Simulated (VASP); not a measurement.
Cu: single point with LDA

Crystal: Cu.

```
Cu
1.0
     3.83163    0.00000    0.00000
    -1.91581    3.31829    0.00000
     0.00000    0.00000    2.30026
Cu
3
Direct
  0.00000 0.00000 0.00000
  0.33333 0.66667 0.50000
  0.66667 0.33333 0.50000
```

This cell differs from its parent crystal: volume scaled by 0.88.

* Program: VASP 6.6.1
* Task: single point
* Functional: LDA
* Potentials or basis: VASP PAW LDA potentials, release 64 (Cu)
* Cutoff: 520 eV
* k mesh: 10 × 10 × 15
* Occupations: fermi-dirac, width 0.1 eV
* Spin: no spin polarisation
* Dipole correction: no
* Further INCAR settings: ALGO = Normal; EDIFF = 1e-06; NBANDS = 24

```
Pressure : 32.9 GPa
```

Stress tensor (GPa, compression positive):
```
33.09  0.00  0.00
 0.00 33.09  0.00
 0.00  0.00 32.41
```

Levels at points of the mesh, in eV from the Fermi level:
```csv
k point,band 14,band 15,band 16,band 17,band 18,band 19
"(0.00, 0.00, 0.00)",-2.85,-1.77,-1.77,5.16,5.16,5.16
"(0.50, 0.00, 0.00)",-2.06,-2.05,-1.92,-1.73,-1.22,5.31
```

Wall time 31 s on 1 thread of Intel(R) Xeon(R) 6975P-C (Granite Rapids), on a shared host, peak memory 0.16 GiB.
